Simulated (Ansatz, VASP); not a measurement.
**Two plane-wave programs on GaN**

```xyz
12
Lattice="4.5070 0.0000 0.0000 0.0000 2.2535 -2.2535 0.0000 6.6544 6.6544" Properties=species:S:1:pos:R:3 pbc="T T T"
Ga    0.0000    6.1970    6.1970
Ga    2.2535    1.6900   -0.5635
Ga    0.0000    1.6900    1.6900
Ga    2.2535    3.9435    1.6900
Ga    0.0000    3.9435    3.9435
Ga    2.2535    6.1970    3.9435
N     3.3803    2.8168    2.8168
N     1.1268    5.0703    2.8168
N     3.3803    5.0703    5.0703
N     1.1268    7.3238    5.0703
N     3.3803    0.5633    0.5633
N     1.1268    2.8168    0.5633
```

Alike in both runs: task single point; functional r2SCAN; k mesh 6 × 8 × 3; occupations gaussian, width 0.05 eV; no spin polarisation.

```csv
,VASP,Ansatz
version,VASP 6.6.1,Ansatz 0.2.0
potentials or method,"VASP PAW PBE potentials, release 64 (Ga_d, N), cutoff 520 eV","scalar-relativistic, plane waves, PAW"
valence electrons in the cell,108,108
```

```csv
,VASP,Ansatz,Ansatz less VASP
gap on the k mesh at the Fermi level (eV),2.16,2.17,+0.009
least direct gap on the mesh (eV),2.16,2.17,+0.009
pressure (GPa),3.6,2.6,-1.03
"traceless stress, the component that is largest in VASP (GPa)",3.88,3.80,-0.080
rms of the force components (eV/Å),0.584,0.577,-0.0074
```

VASP's potentials were made for PBE, not for r2SCAN. Atom by atom the forces differ by 0.010 eV/Å (rms over components).
